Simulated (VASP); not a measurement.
Here is a VASP 6.6.1 calculation.

The input POSCAR:

```
TlBr
1.0
    3.9963496088      0.0000000000      0.0000000000
    0.0000000000      3.9963496088      0.0000000000
    0.0000000000      0.0000000000      3.9963496088
Tl Br
1 1
Direct
    0.0000000000      0.0000000000      0.0000000000
    0.5000000000      0.5000000000      0.5000000000
```

INCAR.step1

```
PREC     = Accurate       # precision mode
ENCUT    = 550            # plane-wave cutoff, eV
ISMEAR   = 0              # smearing method
SIGMA    = 0.05           # smearing width, eV
LREAL    = False          # projectors in reciprocal space
LASPH    = True           # aspherical terms in the spheres
NELM     = 120            # most SCF steps
NBANDS   = 17             # bands
GGA      = PE             # functional
ALGO     = Normal         # electronic algorithm
EDIFF    = 1E-5           # SCF threshold, eV
LWAVE    = True           # write WAVECAR
LCHARG   = False          # write CHGCAR
GGA_COMPAT= False
```

The input INCAR.step2:

```
PREC     = Accurate       # precision mode
ENCUT    = 550            # plane-wave cutoff, eV
EDIFF    = 1E-6           # SCF threshold, eV
ISMEAR   = 0              # smearing method
SIGMA    = 0.05           # smearing width, eV
LREAL    = False          # projectors in reciprocal space
LASPH    = True           # aspherical terms in the spheres
NELM     = 120            # most SCF steps
ALGO     = Normal         # electronic algorithm
ISIF     = 2              # what is computed and relaxed
LWAVE    = False          # write WAVECAR
LCHARG   = False          # write CHGCAR
METAGGA  = R2SCAN         # meta-GGA
LMIXTAU  = True         
NBANDS   = 17             # bands
ISTART   = 1            
GGA_COMPAT= False
```

KPOINTS

```
Automatic mesh
0
Gamma
  6 6 6
```

Potentials or basis: VASP PAW PBE potentials, release 64 (Tl_d, Br).

Command:

```console
$ cat potpaw_PBE.64/Tl_d/POTCAR potpaw_PBE.64/Br/POTCAR > POTCAR
$ cp INCAR.step1 INCAR
$ mpirun -np 1 vasp_std > vasp.out
$ cp INCAR.step2 INCAR
$ mpirun -np 1 vasp_std > vasp.out
```

(1) What does it give for the pressure?

(2) Predict the band gap on the k mesh.

Results:

(1) 0.0 GPa.

(2) 2.33 eV, direct.

Caveat: the PAW data sets were made with another functional, which shifts forces and pressure a little; spin-orbit coupling is left out, which moves the levels of the heavy elements.
